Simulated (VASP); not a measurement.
# SiNi (Pnma) in VASP: further runs

Runs on SiNi. Level: PBE. Tasks: single point.

Program: VASP 6.6.1. These are calculated values, not measurements. Logs are shortened: lines on timing, memory, paths and dates and some standing lists are left out, and cuts for length are marked.

### 1 The cell of the first run

The structure is orthorhombic, space group Pnma (No. 62). Conventional cell: a = 5.104 Å, b = 3.350 Å, c = 5.547 Å, α = 90.00°, β = 90.00°, γ = 90.00°. Si (site symmetry m) has 6 Ni at 2.27 to 2.38 Å and 2 Si at 2.64 Å within 3.0 Å. Ni (site symmetry m) has 6 Si at 2.27 to 2.38 Å and 4 Ni at 2.65 to 2.67 Å within 3.0 Å.

### 2 Single point, PBE (11.85 Å³/atom)

INCAR reads:

```
SYSTEM = SiNi
PREC     = Accurate       ! precision mode
ENCUT    = 520            ! plane-wave cutoff, eV
EDIFF    = 1E-6           ! SCF threshold, eV
ISMEAR   = 0              ! smearing method
SIGMA    = 0.1            ! smearing width, eV
LREAL    = .FALSE.        ! projectors in reciprocal space
LASPH    = .TRUE.         ! aspherical terms in the spheres
NELM     = 60             ! most SCF steps
ALGO     = Normal         ! electronic algorithm
ISIF     = 2              ! what is computed and relaxed
LWAVE    = .FALSE.        ! write WAVECAR
LCHARG   = .TRUE.         ! write CHGCAR
GGA      = PE             ! functional
LELF     = .TRUE.         ! ELF
LVHAR    = .TRUE.       
NBANDS   = 38             ! bands
```

KPOINTS reads:

```
regular mesh
0
G
  8 10 6
  0 0 0
```

POSCAR reads:

```
SiNi
1.0
    5.1039568421      0.0000000000      0.0000000000
    0.0000000000      3.3499081068      0.0000000000
    0.0000000000      0.0000000000      5.5466987442
Si Ni
4 4
Direct
    0.3227203288      0.7500000000      0.0851804111
    0.1772796712      0.2500000000      0.5851804111
    0.8227203288      0.7500000000      0.4148195889
    0.6772796712      0.2500000000      0.9148195889
    0.0095553865      0.2500000000      0.1869637721
    0.4904446135      0.7500000000      0.6869637721
    0.5095553865      0.2500000000      0.3130362279
    0.9904446135      0.7500000000      0.8130362279
```

Potentials or basis: VASP PAW PBE potentials, release 64 (Si, Ni).

On the command line:

```bash
$ cat potpaw_PBE.64/Si/POTCAR potpaw_PBE.64/Ni/POTCAR > POTCAR
$ mpirun -np 1 vasp_std > vasp.out
```

OUTCAR:

```text
SYSTEM = SiNi
   PREC = Accurate
   ENCUT = 520
   EDIFF = 1E-6
   ISMEAR = 0
   LREAL = .FALSE.
   LASPH = .TRUE.
   NELM = 60
   ISIF = 2
   GGA = PE

 ion  position               nearest neighbor table
   1  0.323  0.750  0.085-   8 2.27   7 2.30   7 2.30   6 2.37   5 2.38   5 2.38   4 2.64   4 2.64
                             3 3.14   3 3.14
   2  0.177  0.250  0.585-   7 2.27   8 2.30   8 2.30   5 2.37   6 2.38   6 2.38   3 2.64   3 2.64
                             4 3.14   4 3.14
   3  0.823  0.750  0.415-   6 2.27   5 2.30   5 2.30   8 2.37   7 2.38   7 2.38   2 2.64   2 2.64
                             1 3.14   1 3.14
   4  0.677  0.250  0.915-   5 2.27   6 2.30   6 2.30   7 2.37   8 2.38   8 2.38   1 2.64   1 2.64
                             2 3.14   2 3.14
   5  0.010  0.250  0.187-   4 2.27   3 2.30   3 2.30   2 2.37   1 2.38   1 2.38   7 2.65   7 2.65
                             8 2.67   8 2.67
   6  0.490  0.750  0.687-   3 2.27   4 2.30   4 2.30   1 2.37   2 2.38   2 2.38   8 2.65   8 2.65
                             7 2.67   7 2.67
   7  0.510  0.250  0.313-   2 2.27   1 2.30   1 2.30   4 2.37   3 2.38   3 2.38   5 2.65   5 2.65
                             6 2.67   6 2.67
   8  0.990  0.750  0.813-   1 2.27   2 2.30   2 2.30   3 2.37   4 2.38   4 2.38   6 2.65   6 2.65
                             5 2.67   5 2.67

  LATTYP: Found a simple orthorhombic cell.
 ALAT       =     3.3499081068
 B/A-ratio  =     1.5236110005
 C/A-ratio  =     1.6557763877

  Lattice vectors:

 A1 = (   0.0000000000,  -3.3499081068,   0.0000000000)
 A2 = (   5.1039568421,   0.0000000000,   0.0000000000)
 A3 = (   0.0000000000,   0.0000000000,   5.5466987442)

Analysis of symmetry for initial positions (statically):
=====================================================================
 Subroutine PRICEL returns:
 Original cell was already a primitive cell.

 Routine SETGRP: Setting up the symmetry group for a
 simple orthorhombic supercell.

 Subroutine GETGRP returns: Found  8 space group operations
 (whereof  2 operations were pure point group operations)
 out of a pool of  8 trial point group operations.

The static configuration has the point symmetry S_2 .
 The point group associated with its full space group is D_2h.

Analysis of symmetry for dynamics (positions and initial velocities):
=====================================================================
 Subroutine PRICEL returns:
 Original cell was already a primitive cell.

 Routine SETGRP: Setting up the symmetry group for a
 simple orthorhombic supercell.
[... 119 lines left out ...]
   LREAL  =      F    real-space projection
   EDIFFG = 0.1E-04   stopping-criterion for IOM
   NSW    =      0    number of steps for IOM
   IBRION =     -1    ionic relax: 0-MD 1-quasi-New 2-CG
   NFREE  =      0    steps in history (QN), initial steepest desc. (CG)
   ISIF   =      2    stress and relaxation
   ISYM   =      2    0-nonsym 1-usesym 2-fastsym
   POTIM  = 0.5000    time-step for ionic-motion
   TEBEG  =    0.0;   TEEND  =   0.0 temperature during run
   PSTRESS=    0.0 pullay stress
   NELECT =      56.0000    total number of electrons
   NUPDOWN=      -1.0000    fix difference up-down
   EMIN   =  10.00;   EMAX   =-10.00  energy-range for DOS
   EFERMI =   0.00;   METHOD = LEGACY
   ISMEAR =     0;   SIGMA  =   0.10  broadening in eV -4-tet -1-fermi 0-gaus
   EFERMI_NEDOS =   21; number of points for ismear=-14 and -15
   IALGO  =     38    algorithm
   IMIX   =      4    mixing-type and parameters
     AMIX     =   0.40;   BMIX     =  1.00
     AMIX_MAG =   1.60;   BMIX_MAG =  1.00
  volume/ion in A,a.u.               =      11.85        80.00
  Fermi-wavevector in a.u.,A,eV,Ry     =   1.373449  2.595443 25.665533  1.886363
  Thomas-Fermi vector in A             =   2.498965
   LORBIT       =      0    0 simple, 1 ext, 2 COOP (PROOUT), +10 PAW based schemes
   GGA     = PE    functional components
   LHFCALC =     F    Hartree Fock is set to
   AEXX    =    0.0000 exact exchange contribution
   IVDW    =     0    specifies the selected vdW correction
   LEPSILON=     F    determine dielectric tensor
   LRPA    =     F    only Hartree local field effects (RPA)
 non-spin polarized calculation
 Gauss-broadening in eV      SIGMA  =   0.10
  energy-cutoff  :      520.00
  volume of cell :       94.84
 maximum number of plane-waves:      2580
 NGX is ok and might be reduce to    40
   NGX = 19   NGY = 13   NGZ = 21

 number of electron      56.0000025 magnetization

 Free energy of the ion-electron system (eV)
  ---------------------------------------------------
  ext. energy  EPLUGINS =         0.00000000
  ---------------------------------------------------
  free energy    TOTEN  =       -47.55972932 eV

  energy without entropy =      -47.55254057  energy(sigma->0) =      -47.55613495

 E-fermi :  10.7419     XC(G=0): -12.3194

 val. band max:       10.7388172817   @ k =   0.0000   0.0000   0.3333
 cond. band min:      10.7518207846   @ k =   0.1250   0.4000   0.0000
 fundamental gap:      0.0130035029
 Fermi energy:        10.7418921365

 k-point     1 :       0.0000    0.0000    0.0000
  band No.  band energies     occupation
      1      -2.4373      2.00000
      2       0.9839      2.00000
      3       2.2683      2.00000
      4       2.8950      2.00000
      5       4.1494      2.00000
      6       4.6400      2.00000
[... 973 lines left out ...]
     37      16.7710      0.00000
     38      17.3774      0.00000

 [... further k-points ...]
[... 5 lines left out ...]
  --------------------------------------------------------------------------------------
  -------------------------------------------------------------------------------------
  Total        3.2148274      3.1438426      3.2362786      0.0000000      0.0000000      0.0000000
  in kB       54.3117469     53.1125210     54.6741477      0.0000000      0.0000000      0.0000000
  external PRESSURE =      54.0328052 kB  Pullay stress =       0.0000000 kB

 VOLUME and BASIS-vectors are now :
 -----------------------------------------------------------------------------
  energy-cutoff  :      520.00
  volume of cell :       94.84
      direct lattice vectors                 reciprocal lattice vectors
     5.103956842  0.000000000  0.000000000     0.195926422  0.000000000  0.000000000
     0.000000000  3.349908107  0.000000000     0.000000000  0.298515651  0.000000000
     0.000000000  0.000000000  5.546698744     0.000000000  0.000000000  0.180287419

 POSITION                                       TOTAL-FORCE (eV/Angst)
 -----------------------------------------------------------------------------------
      1.64715      2.51243      0.47247         0.001620      0.000000      0.006698
      0.90483      0.83748      3.24582        -0.001620     -0.000000      0.006698
      4.19913      2.51243      2.30088         0.001620     -0.000000     -0.006698
      3.45681      0.83748      5.07423        -0.001620     -0.000000     -0.006698
      0.04877      0.83748      1.03703         0.011131      0.000000     -0.000300
      2.50321      2.51243      3.81038        -0.011131      0.000000     -0.000300
      2.60075      0.83748      1.73632         0.011131     -0.000000      0.000300
      5.05519      2.51243      4.50967        -0.011131     -0.000000      0.000300
 -----------------------------------------------------------------------------------
    total drift:                               -0.000000      0.000000     -0.000000

  FREE ENERGIE OF THE ION-ELECTRON SYSTEM (eV)
  ---------------------------------------------------
  free  energy   TOTEN  =       -47.5597293226 eV

  energy  without entropy=      -47.5525405726  energy(sigma->0) =      -47.55613495
```

stdout:

```text
POSCAR found type information on POSCAR SiNi
 POSCAR found :  2 types and       8 ions
 scaLAPACK will be used
 LDA part: xc-table for (Slater+PW92), standard interpolation
 POSCAR, INCAR and KPOINTS ok, starting setup
 FFT: planning ... GRIDC
 FFT: planning ... GRID_SOFT
 FFT: planning ... GRID
 WAVECAR not read
 entering main loop
```

Wall time 12 min (1 thread of AMD EPYC 7R13, shared host); peak memory 0.41 GiB.

What came out:

- Free energy: -47.5597 eV
- Pressure: 5.4 GPa
- Largest force: 0.011 eV/Å
- Band gap on the k mesh: zero (bands 28 and 29 overlap by 1.84 eV)

Forces in eV/Å, atoms in the order of the input:
```
Si   0.002  0.000  0.007
Si  -0.002  0.000  0.007
Si   0.002  0.000 -0.007
Si  -0.002  0.000 -0.007
Ni   0.011  0.000  0.000
Ni  -0.011  0.000  0.000
Ni   0.011  0.000  0.000
Ni  -0.011  0.000  0.000
```

Caveat: the cell stands under pressure. Spin polarisation is off, so any magnetic state and its effect on volume and gap are missing.

### 3 Single point, PBE

INCAR reads:

```
ALGO = Normal ; EDIFF = 1E-7
ENCUT = 520 ; GGA = PE
ISIF = 2 ; ISMEAR = 0
LASPH = T ; LCHARG = T
LELF = T ; LREAL = F
LVHAR = T ; LWAVE = F
NBANDS = 38 ; NELM = 80
PREC = Accurate ; SIGMA = 0.1
```

KPOINTS reads:

```
k-points
0
Gamma
  8 10 6
```

POSCAR is that of step 2.

Potentials or basis: VASP PAW PBE potentials, release 64 (Si, Ni).

On the command line:

```bash
$ cat potpaw_PBE.64/Si/POTCAR potpaw_PBE.64/Ni/POTCAR > POTCAR
$ mpirun -np 1 vasp_std > vasp.out
```

Run time: 13 min. Hardware: 1 thread of AMD EPYC 7R13, shared host; peak memory 0.41 GiB.

The run converged. Its results:

* Free energy: -47.5597 eV
* Pressure: 5.4 GPa
* Largest force: 0.011 eV/Å
* Band gap on the k mesh: zero (bands 28 and 29 overlap by 1.84 eV)

Forces on the atoms (eV/Å):
```
Si   0.002  0.000  0.007
Si  -0.002  0.000  0.007
Si   0.002  0.000 -0.007
Si  -0.002  0.000 -0.007
Ni   0.011  0.000  0.000
Ni  -0.011  0.000  0.000
Ni   0.011  0.000  0.000
Ni  -0.011  0.000  0.000
```

Stress tensor (GPa, compression positive):
```
5.44 0.00 0.00
0.00 5.32 0.00
0.00 0.00 5.48
```

Levels at points of the mesh, in eV from the Fermi level:
```
           k point  band 24  band 25  band 26  band 27  band 28  band 29  band 30  band 31  band 32  band 33
(0.00, 0.00, 0.00)    -2.00    -1.81    -1.22    -1.15    -0.95     0.63     1.33     3.30     3.91     4.05
(0.50, 0.00, 0.00)    -2.04    -1.88    -1.88     1.04     1.04     1.07     1.07     3.74     3.74     4.63
(0.00, 0.50, 0.00)    -2.19    -1.95    -1.95    -1.42    -1.42    -0.61    -0.61     2.05     2.05     2.60
(0.50, 0.50, 0.00)    -2.12    -1.74    -1.74    -1.74    -1.74     0.51     0.51     0.51     0.51     4.34
(0.00, 0.00, 0.50)    -2.13    -1.44    -1.44    -0.23    -0.23     0.91     0.91     3.34     3.34     4.43
(0.50, 0.00, 0.50)    -2.12    -1.03    -1.03     0.79     0.79     2.32     2.32     2.75     2.75     2.93
(0.00, 0.50, 0.50)    -2.06    -2.03    -2.03    -1.72    -1.72     0.16     0.16     1.36     1.36     2.44
(0.50, 0.50, 0.50)    -2.23    -1.93    -1.93    -1.93    -1.93     2.63     2.63     2.63     2.63     3.59
```

Caveat: the cell stands under pressure.

### 4 Single point, PBE

This run uses another cell than the first one, of 12.10 Å³/atom.

INCAR reads:

```
PREC = Accurate
ENCUT = 520
EDIFF = 1E-6
ISMEAR = 0
SIGMA = 0.1
LREAL = False
LASPH = True
NELM = 60
ALGO = Normal
ISIF = 2
LWAVE = False
LCHARG = False
GGA = PE
NBANDS = 38
```

KPOINTS reads:

```
regular mesh
0
Gamma
  8 10 6
```

POSCAR reads:

```
SiNi
1.0
    5.1731000000      0.0000000000      0.0000000000
    0.0000000000      3.3381000000      0.0000000000
    0.0000000000      0.0000000000      5.6049000000
Si Ni
4 4
Direct
    0.3212800000      0.7500000000      0.0825000000
    0.1787200000      0.2500000000      0.5825000000
    0.8212800000      0.7500000000      0.4175000000
    0.6787200000      0.2500000000      0.9175000000
    0.0077900000      0.2500000000      0.1875200000
    0.4922100000      0.7500000000      0.6875200000
    0.5077900000      0.2500000000      0.3124800000
    0.9922100000      0.7500000000      0.8124800000
```

On the command line:

```bash
$ cat potpaw_PBE.64/Si/POTCAR potpaw_PBE.64/Ni/POTCAR > POTCAR
$ mpirun -np 1 vasp_std > vasp.out
```

Wall time 12 min (1 thread of AMD EPYC 7R13, shared host); peak memory 0.41 GiB.

It converged, with:

```
Free energy            : -47.6003 eV
Pressure               : 1.8 GPa
Largest force          : 0.047 eV/Å
Band gap on the k mesh : zero (bands 28 and 29 overlap by 1.73 eV)
```

Forces in eV/Å, atoms in the order of the input:
```
Si   0.016  0.000  0.026
Si  -0.016  0.000  0.026
Si   0.016  0.000 -0.026
Si  -0.016  0.000 -0.026
Ni   0.038  0.000  0.028
Ni  -0.038  0.000  0.028
Ni   0.038  0.000 -0.028
Ni  -0.038  0.000 -0.028
```

Stress tensor (GPa, compression positive):
```
1.37 0.00 0.00
0.00 1.91 0.00
0.00 0.00 2.00
```

Levels at points of the mesh, in eV from the Fermi level:
| k point | band 26 | band 27 | band 28 | band 29 | band 30 | band 31 |
| --- | --- | --- | --- | --- | --- | --- |
| (0.00, 0.00, 0.00) | -1.20 | -1.01 | -1.00 | 0.53 | 1.19 | 3.36 |
| (0.50, 0.00, 0.00) | -1.88 | 0.91 | 0.91 | 1.17 | 1.17 | 3.75 |
| (0.00, 0.50, 0.00) | -1.88 | -1.44 | -1.44 | -0.64 | -0.64 | 1.96 |
| (0.50, 0.50, 0.00) | -1.72 | -1.72 | -1.72 | 0.46 | 0.46 | 0.46 |
| (0.00, 0.00, 0.50) | -1.52 | -0.31 | -0.31 | 1.03 | 1.03 | 3.25 |
| (0.50, 0.00, 0.50) | -1.11 | 0.66 | 0.66 | 2.37 | 2.37 | 2.80 |
| (0.00, 0.50, 0.50) | -1.97 | -1.73 | -1.73 | 0.10 | 0.10 | 1.27 |
| (0.50, 0.50, 0.50) | -1.89 | -1.89 | -1.89 | 2.52 | 2.52 | 2.52 |

Spin polarisation is off, so any magnetic state and its effect on volume and gap are missing.
